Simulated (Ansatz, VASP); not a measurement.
La in VASP and in Ansatz

The input INCAR:

```
SYSTEM = La
  PREC = Accurate
  ENCUT = 500
  EDIFF = 1E-6
  ISMEAR = -1
  SIGMA = 0.1
  LREAL = .False.
  LASPH = .True.
  NELM = 200
  ALGO = Normal
  ISIF = 2
  LWAVE = .False.
  LCHARG = .False.
  GGA = PE
  NBANDS = 12
  GGA_COMPAT = .False.
  LMAXMIX = 6
```

The input KPOINTS:

```
regular mesh
0
Gamma
  12 12 12
  0 0 0
```

The input POSCAR:

```
La
1.0
    0.0000000000      2.5417291912      2.5417291912
    2.5417291912      0.0000000000      2.5417291912
    2.5417291912      2.5417291912      0.0000000000
La
1
Direct
    0.0000000000      0.0000000000      0.0000000000
```

Input for Ansatz:

```yaml
crystal:
  lattice:
    - [0.0, 2.5417291912, 2.5417291912]
    - [2.5417291912, 0.0, 2.5417291912]
    - [2.5417291912, 2.5417291912, 0.0]
  atoms:
    - { symbol: La, position: [0.0, 0.0, 0.0] }
hamiltonian:
  xc: pbe
  pseudopotentials:
    kind: paw
    azcp:
      La: "pseudopotentials/La.paw.azcp"
basis:
  ecutwfc: 420
  fft_grid_basis: typed
kpoints:
  mp_grid: { grid: [12, 12, 12], shift: [0, 0, 0] }
magnetization:
  spin_polarized: false
scf:
  occupations: { method: fermi_dirac, width: 0.1 }
  lower_state_search: "off"
output:
  stress: true
  write_density: true
  write_potential: true
  elf: true
  volumetric_format: npy
```

Alike in both runs: task single point; functional PBE; k mesh 12 × 12 × 12; occupations fermi-dirac, width 0.1 eV; no spin polarisation.

|  | VASP | Ansatz |
| --- | --- | --- |
| version | VASP 6.6.1 | Ansatz 0.2.0 |
| potentials or method | VASP PAW PBE potentials, release 64 (La), cutoff 500 eV | plane waves (420 eV) with PAW, scalar-relativistic |
| valence electrons in the cell | 11 | 11 |

```csv
,VASP,Ansatz,Ansatz less VASP
pressure (GPa),3.6,3.5,-0.10
```

Spin-orbit coupling is off throughout.
